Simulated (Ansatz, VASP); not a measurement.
**ZrO2 in VASP and in Ansatz**

```
Zr O
1.0
     0.00000    2.54054    2.54054
     2.54054    0.00000    2.54054
     2.54054    2.54054    0.00000
Zr O
1 2
Direct
  0.00000 0.00000 0.00000
  0.25000 0.25000 0.25000
  0.75000 0.75000 0.75000
```

Alike in both runs: task single point; functional PBE; k mesh 8 × 8 × 8; occupations gaussian, width 0.02 eV; no spin polarisation.

|  | VASP | Ansatz |
| --- | --- | --- |
| version | VASP 6.6.1 | Ansatz 0.2.0 |
| potentials or method | VASP PAW PBE potentials, release 64 (Zr_sv, O), cutoff 600 eV | scalar-relativistic, plane waves, PAW |
| valence electrons in the cell | 24 | 24 |

|  | VASP | Ansatz | Ansatz less VASP |
| --- | --- | --- | --- |
| gap on the k mesh at the Fermi level (eV) | 3.37 | 3.37 | +0.006 |
| least direct gap on the mesh (eV) | 3.82 | 3.82 | +0.005 |
| pressure (GPa) | 5.1 | 5.1 | -0.09 |
